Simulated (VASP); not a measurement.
# Hf (I4/mmm) in VASP: notebook

Hf is run at these levels: PBE; tasks: single point.

All numbers are computed with VASP 6.6.1; they aren't measurements. Logs are shortened: lines on timing, memory, paths and dates and some standing lists are left out, and cuts for length are marked.

### Step 1. The cell of the first run

The structure is tetragonal, space group I4/mmm (No. 139). Conventional cell: a = 3.140 Å, b = 3.140 Å, c = 4.174 Å, α = 90.00°, β = 90.00°, γ = 90.00°. Within 4.0 Å of Hf (site symmetry 4/mmm) lie 12 Hf at 3.05 to 3.14 Å.

### Step 2. Single point, PBE (strain -0.0600 x Voigt [0, 0, 1, 0, 0, 0])

The input, INCAR:

```
ALGO     = Fast           # electronic algorithm
EDIFF    = 1E-6           # SCF threshold, eV
ENCUT    = 520            # plane-wave cutoff, eV
GGA      = PE             # functional
ISIF     = 2              # what is computed and relaxed
ISMEAR   = 0              # smearing method
LASPH    = T              # aspherical terms in the spheres
LCHARG   = F              # write CHGCAR
LREAL    = F              # projectors in reciprocal space
LWAVE    = F              # write WAVECAR
NBANDS   = 11             # bands
NELM     = 100            # most SCF steps
PREC     = Accurate       # precision mode
SIGMA    = 0.15           # smearing width, eV
```

The input, KPOINTS:

```
k-points
0
Gamma
  18 18 18
```

The input, POSCAR:

```
Hf
1.0
    0.0000000000      2.2200000000      2.0868000000
    2.2200000000      0.0000000000      2.0868000000
    2.2200000000      2.2200000000      0.0000000000
Hf
1
Direct
    0.0000000000      0.0000000000      0.0000000000
```

Potentials or basis: VASP PAW PBE potentials, release 64 (Hf_pv).

On the command line:

```bash
$ cat potpaw_PBE.64/Hf_pv/POTCAR > POTCAR
$ mpirun -np 1 vasp_std > vasp.out
```

OUTCAR:

```text
EDIFF = 1E-6
   ENCUT = 520
   GGA = PE
   ISIF = 2
   ISMEAR = 0
   LASPH = T
   LREAL = F
   NELM = 100
   PREC = Accurate

 ion  position               nearest neighbor table
   1  0.000  0.000  0.000-

  LATTYP: Found a body centered tetragonal cell.
 ALAT       =     3.1395541085
 C/A-ratio  =     1.3293607486

  Lattice vectors:

 A1 = (   0.0000000000,  -2.2200000000,  -2.0868000000)
 A2 = (   0.0000000000,   2.2200000000,  -2.0868000000)
 A3 = (   2.2200000000,   0.0000000000,   2.0868000000)

Analysis of symmetry for initial positions (statically):
=====================================================================
 Subroutine PRICEL returns:
 Original cell was already a primitive cell.

 Routine SETGRP: Setting up the symmetry group for a
 body centered tetragonal supercell.

 Subroutine GETGRP returns: Found 16 space group operations
 (whereof 16 operations were pure point group operations)
 out of a pool of 16 trial point group operations.

The static configuration has the point symmetry D_4h.

Analysis of symmetry for dynamics (positions and initial velocities):
=====================================================================
 Subroutine PRICEL returns:
 Original cell was already a primitive cell.

 Routine SETGRP: Setting up the symmetry group for a
 body centered tetragonal supercell.

 Subroutine GETGRP returns: Found 16 space group operations
 (whereof 16 operations were pure point group operations)
 out of a pool of 16 trial point group operations.

The dynamic configuration has the point symmetry D_4h.

 Subroutine INISYM returns: Found 16 space group operations
 (whereof 16 operations are pure point group operations),
 and found     1 'primitive' translations

----------------------------------------------------------------------------------------

                                     Primitive cell

  volume of cell :      20.5692

  direct lattice vectors                    reciprocal lattice vectors
     0.000000000  2.220000000  2.086800000    -0.225225225  0.225225225  0.239601303
     2.220000000  0.000000000  2.086800000     0.225225225 -0.225225225  0.239601303
     2.220000000  2.220000000  0.000000000     0.225225225  0.225225225 -0.239601303

  length of vectors
     3.046823631  3.046823631  3.139554108     0.398574446  0.398574446  0.398574446

  position of ions in fractional coordinates (direct lattice)
     0.000000000  0.000000000  0.000000000

  ion indices of the primitive-cell ions
   primitive index   ion index
                 1           1

----------------------------------------------------------------------------------------

 KPOINTS: k-points

Automatic generation of k-mesh.
 Grid dimensions read from file:
 generate k-points for:   18   18   18

 Generating k-lattice:

  Cartesian coordinates                     Fractional coordinates (reciprocal lattice)
    -0.012512513  0.012512513  0.013311184     0.055555556  0.000000000  0.000000000
     0.012512513 -0.012512513  0.013311184     0.000000000  0.055555556  0.000000000
     0.012512513  0.012512513 -0.013311184     0.000000000  0.000000000  0.055555556

  Length of vectors
     0.022143025  0.022143025  0.022143025

  Shift w.r.t. Gamma in fractional coordinates (k-lattice)
     0.000000000  0.000000000  0.000000000

 Subroutine IBZKPT returns following result:
 ===========================================

 Found    480 irreducible k-points:

 Following reciprocal coordinates:
            Coordinates               Weight
  0.000000  0.000000  0.000000      1.000000
  0.055556 -0.000000  0.000000      8.000000
  0.111111 -0.000000  0.000000      8.000000
  0.166667  0.000000  0.000000      8.000000
  0.222222 -0.000000  0.000000      8.000000
  0.277778 -0.000000  0.000000      8.000000
[... 16 lines left out ...]
 -0.277778  0.055556  0.000000      8.000000
 -0.222222  0.055556  0.000000      8.000000
 [... further k-points ...]
   k-points           NKPTS =    480   k-points in BZ     NKDIM =    480   number of bands    NBANDS=     11
   number of dos      NEDOS =    301   number of ions     NIONS =      1
   total plane-waves  NPLWV =  13824
   dimension x,y,z NGX =    24 NGY =   24 NGZ =   24
   dimension x,y,z NGXF=    48 NGYF=   48 NGZF=   48
   ions per type =               1
   NGX,Y,Z   is equivalent  to a cutoff of  13.10, 13.10, 12.71 a.u.
   NGXF,Y,Z  is equivalent  to a cutoff of  26.19, 26.19, 25.42 a.u.
 SYSTEM =  unknown system
   PREC   = accura    normal or accurate (medium, high low for compatibility)
   ISTART =      0    job   : 0-new  1-cont  2-samecut
   ICHARG =      2    charge: 1-file 2-atom 10-const
   ISPIN  =      1    spin polarized calculation?
   LNONCOLLINEAR =      F non collinear calculations
   LSORBIT =      F    spin-orbit coupling
   LASPH  =      T    aspherical Exc in radial PAW
   ENCUT  =  520.0 eV  38.22 Ry    6.18 a.u.   5.67  5.67  5.84*2*pi/ulx,y,z
   NELM   =    100;   NELMIN=  2; NELMDL= -5     # of ELM steps
   EDIFF  = 0.1E-05   stopping-criterion for ELM
   LREAL  =      F    real-space projection
   EDIFFG = 0.1E-04   stopping-criterion for IOM
   NSW    =      0    number of steps for IOM
   IBRION =     -1    ionic relax: 0-MD 1-quasi-New 2-CG
   NFREE  =      0    steps in history (QN), initial steepest desc. (CG)
   ISIF   =      2    stress and relaxation
   ISYM   =      2    0-nonsym 1-usesym 2-fastsym
   POTIM  = 0.5000    time-step for ionic-motion
   TEBEG  =    0.0;   TEEND  =   0.0 temperature during run
   PSTRESS=    0.0 pullay stress
   NELECT =      10.0000    total number of electrons
   NUPDOWN=      -1.0000    fix difference up-down
   EMIN   =  10.00;   EMAX   =-10.00  energy-range for DOS
   EFERMI =   0.00;   METHOD = LEGACY
   ISMEAR =     0;   SIGMA  =   0.15  broadening in eV -4-tet -1-fermi 0-gaus
   EFERMI_NEDOS =   21; number of points for ismear=-14 and -15
   IALGO  =     68    algorithm
   IMIX   =      4    mixing-type and parameters
     AMIX     =   0.40;   BMIX     =  1.00
     AMIX_MAG =   1.60;   BMIX_MAG =  1.00
  volume/ion in A,a.u.               =      20.57       138.81
  Fermi-wavevector in a.u.,A,eV,Ry     =   1.287269  2.432585 22.545683  1.657061
  Thomas-Fermi vector in A             =   2.419293
   LORBIT       =      0    0 simple, 1 ext, 2 COOP (PROOUT), +10 PAW based schemes
   GGA     = PE    functional components
   LHFCALC =     F    Hartree Fock is set to
   AEXX    =    0.0000 exact exchange contribution
   IVDW    =     0    specifies the selected vdW correction
   LEPSILON=     F    determine dielectric tensor
   LRPA    =     F    only Hartree local field effects (RPA)
 non-spin polarized calculation
 RMM-DIIS sequential band-by-band and
 Gauss-broadening in eV      SIGMA  =   0.15
  energy-cutoff  :      520.00
  volume of cell :       20.57
 maximum number of plane-waves:       568
   NGX = 11   NGY = 11   NGZ = 11

 number of electron      10.0000001 magnetization

 Free energy of the ion-electron system (eV)
  ---------------------------------------------------
  ext. energy  EPLUGINS =         0.00000000
  ---------------------------------------------------
  free energy    TOTEN  =        -9.79445510 eV

  energy without entropy =       -9.77850455  energy(sigma->0) =       -9.78647983

 E-fermi :   5.3357     XC(G=0): -11.6731

 val. band max:        5.3347461403   @ k =   0.1667   0.0000   0.1667
 cond. band min:       5.3361510330   @ k =  -0.3333   0.0556   0.2778
 fundamental gap:      0.0014048927
 Fermi energy:         5.3356644260

 k-point     1 :       0.0000    0.0000    0.0000
  band No.  band energies     occupation
      1     -24.3648      2.00000
      2     -24.3648      2.00000
      3     -24.3595      2.00000
      4      -2.1487      2.00000
      5       6.5632      0.00000
      6       6.5632      0.00000
      7       7.2892      0.00000
      8       9.3007      0.00000
      9      10.3641      0.00000
     10      16.9964      0.00000
     11      18.6991      0.00000

 k-point     2 :       0.0556   -0.0000    0.0000
  band No.  band energies     occupation
      1     -24.3983      2.00000
      2     -24.3705      2.00000
      3     -24.3643      2.00000
      4      -2.0284      2.00000
      5       6.5058      0.00000
      6       6.6187      0.00000
      7       7.2778      0.00000
      8       9.2501      0.00000
      9      10.2805      0.00000
     10      17.2685      0.00000
     11      18.7170      0.00000

 k-point     3 :       0.1111   -0.0000    0.0000
  band No.  band energies     occupation
      1     -24.4988      2.00000
      2     -24.3870      2.00000
      3     -24.3728      2.00000
      4      -1.6792      2.00000
      5       6.2797      0.00000
      6       6.7549      0.00000
      7       7.3332      0.00000
      8       9.1515      0.00000
      9      10.0781      0.00000
     10      17.9746      0.00000
     11      19.9535      0.00000

 k-point     4 :       0.1667    0.0000    0.0000
  band No.  band energies     occupation
      1     -24.6498      2.00000
      2     -24.4120      2.00000
      3     -24.3856      2.00000
      4      -1.1370      2.00000
      5       5.9187      0.00000
      6       6.8726      0.00000
      7       7.4771      0.00000
      8       9.1556      0.00000
      9       9.8858      0.00000
     10      18.3276      0.00000
     11      19.7028      0.00000

 k-point     5 :       0.2222   -0.0000    0.0000
  band No.  band energies     occupation
      1     -24.8303      2.00000
      2     -24.4425      2.00000
      3     -24.4012      2.00000
      4      -0.4661      2.00000
      5       5.5672      0.02901
      6       6.8487      0.00000
      7       7.5724      0.00000
      8       9.4339      0.00000
      9       9.8800      0.00000
     10      17.5914      0.00000
     11      18.7021      0.00000
[... 211 lines left out ...]
 k-point    21 :      -0.3889    0.0556    0.0000
  band No.  band energies     occupation
      1     -25.3415      2.00000
      2     -24.5324      2.00000
      3     -24.4843      2.00000
      4       1.4019      2.00000
      5       5.6593      0.00228
      6       6.3060      0.00000
      7       7.0014      0.00000
      8      11.4486      0.00000
      9      11.9003      0.00000
     10      16.0236      0.00000
     11      17.8832      0.00000

 k-point    22 :      -0.3333    0.0556    0.0000
  band No.  band energies     occupation
      1     -25.2189      2.00000
      2     -24.5061      2.00000
      3     -24.4775      2.00000
      4       1.0682      2.00000
      5       5.3933      0.58671
      6       6.4854      0.00000
      7       7.0902      0.00000
      8      10.5766      0.00000
      9      11.4254      0.00000
     10      16.4528      0.00000
     11      19.1890      0.00000

 k-point    23 :      -0.2778    0.0556    0.0000
  band No.  band energies     occupation
      1     -25.0587      2.00000
      2     -24.4746      2.00000
      3     -24.4651      2.00000
      4       0.5178      2.00000
      5       5.3049      1.22854
      6       6.7172      0.00000
      7       7.2526      0.00000
      8       9.7422      0.00000
      9      10.8764      0.00000
     10      17.0580      0.00000
     11      18.7015      0.00000

 k-point    24 :      -0.2222    0.0556    0.0000
  band No.  band energies     occupation
      1     -24.8784      2.00000
      2     -24.4483      2.00000
      3     -24.4419      2.00000
      4      -0.1681      2.00000
      5       5.4380      0.33451
      6       6.9340      0.00000
      7       7.4228      0.00000
      8       9.0868      0.00000
      9      10.4200      0.00000
     10      17.7957      0.00000
     11      18.7025      0.00000

 [... further k-points ...]
[... 5 lines left out ...]
  --------------------------------------------------------------------------------------
  -------------------------------------------------------------------------------------
  Total        1.1958302      1.1958302      1.6030841      0.0000000     -0.0000000      0.0000000
  in kB       93.1458128     93.1458128    124.8676987      0.0000000     -0.0000000      0.0000000
  external PRESSURE =     103.7197747 kB  Pullay stress =       0.0000000 kB

 VOLUME and BASIS-vectors are now :
 -----------------------------------------------------------------------------
  energy-cutoff  :      520.00
  volume of cell :       20.57
      direct lattice vectors                 reciprocal lattice vectors
     0.000000000  2.220000000  2.086800000    -0.225225225  0.225225225  0.239601303
     2.220000000  0.000000000  2.086800000     0.225225225 -0.225225225  0.239601303
     2.220000000  2.220000000  0.000000000     0.225225225  0.225225225 -0.239601303

 POSITION                                       TOTAL-FORCE (eV/Angst)
 -----------------------------------------------------------------------------------
      0.00000      0.00000      0.00000         0.000000     -0.000000      0.000000
 -----------------------------------------------------------------------------------
    total drift:                                0.000000      0.000000      0.000000

  FREE ENERGIE OF THE ION-ELECTRON SYSTEM (eV)
  ---------------------------------------------------
  free  energy   TOTEN  =        -9.7944550986 eV

  energy  without entropy=       -9.7785045528  energy(sigma->0) =       -9.78647983
```

Run time: 2.1 min. Hardware: 1 thread of Intel Xeon 8259CL, shared host; peak memory 0.23 GiB.

What came out:

```yaml
Free_energy: -9.7945 eV
Pressure: 10.4 GPa
Band_gap_on_the_k_mesh: zero (bands 5 and 6 overlap by 2.07 eV)
```

Caveat: the cell differs from its parent crystal (strain -0.0600 x Voigt [0, 0, 1, 0, 0, 0]); the cell stands under pressure; spin-orbit coupling is left out, which moves the levels of the heavy elements.

### Step 3. Single point, PBE (strain -0.0450 x Voigt [0, 0, 1, 0, 0, 0])

The input, INCAR:

```
PREC     = Accurate       # precision mode
ENCUT    = 520            # plane-wave cutoff, eV
EDIFF    = 1E-6           # SCF threshold, eV
ISMEAR   = 0              # smearing method
SIGMA    = 0.15           # smearing width, eV
LREAL    = F              # projectors in reciprocal space
LASPH    = T              # aspherical terms in the spheres
NELM     = 60             # most SCF steps
ALGO     = Fast           # electronic algorithm
ISIF     = 2              # what is computed and relaxed
LWAVE    = F              # write WAVECAR
LCHARG   = F              # write CHGCAR
GGA      = PE             # functional
NBANDS   = 11             # bands
```

The input, KPOINTS:

```
regular mesh
0
Gamma
  18 18 18
```

The input, POSCAR:

```
Hf
1.0
    0.0000000000      2.2200000000      2.1201000000
    2.2200000000      0.0000000000      2.1201000000
    2.2200000000      2.2200000000      0.0000000000
Hf
1
Direct
    0.0000000000      0.0000000000      0.0000000000
```

Potentials or basis: VASP PAW PBE potentials, release 64 (Hf_pv).

On the command line:

```bash
$ cat potpaw_PBE.64/Hf_pv/POTCAR > POTCAR
$ mpirun -np 1 vasp_std > vasp.out
```

Wall time 2.2 min (1 thread of Intel Xeon 8259CL, shared host); peak memory 0.23 GiB.

Results (log left out):

| Quantity | Value |
| --- | --- |
| Free energy | -9.8175 eV |
| Pressure | 8.3 GPa |
| Band gap on the k mesh | zero (bands 5 and 6 overlap by 2.09 eV) |

Stress tensor (GPa, compression positive):
```
7.48 0.00 0.00
0.00 7.48 0.00
0.00 0.00 9.98
```

Levels at points of the mesh, in eV from the Fermi level:
| k point | band 2 | band 3 | band 4 | band 5 | band 6 | band 7 | band 8 | band 9 |
| --- | --- | --- | --- | --- | --- | --- | --- | --- |
| (0.00, 0.00, 0.00) | -29.76 | -29.76 | -7.44 | 1.27 | 1.27 | 1.81 | 4.05 | 4.85 |
| (0.50, 0.00, 0.00) | -29.93 | -29.86 | -3.83 | 0.83 | 0.87 | 1.52 | 6.59 | 6.99 |
| (0.50, 0.50, 0.00) | -30.18 | -30.18 | -3.49 | -2.47 | 3.45 | 6.78 | 7.48 | 7.48 |
| (0.50, 0.00, 0.50) | -30.14 | -30.06 | -3.58 | -2.32 | 2.66 | 6.77 | 7.17 | 7.77 |

Caveat: the cell differs from its parent crystal (strain -0.0450 x Voigt [0, 0, 1, 0, 0, 0]); the cell stands under pressure; spin-orbit coupling is left out, which moves the levels of the heavy elements.
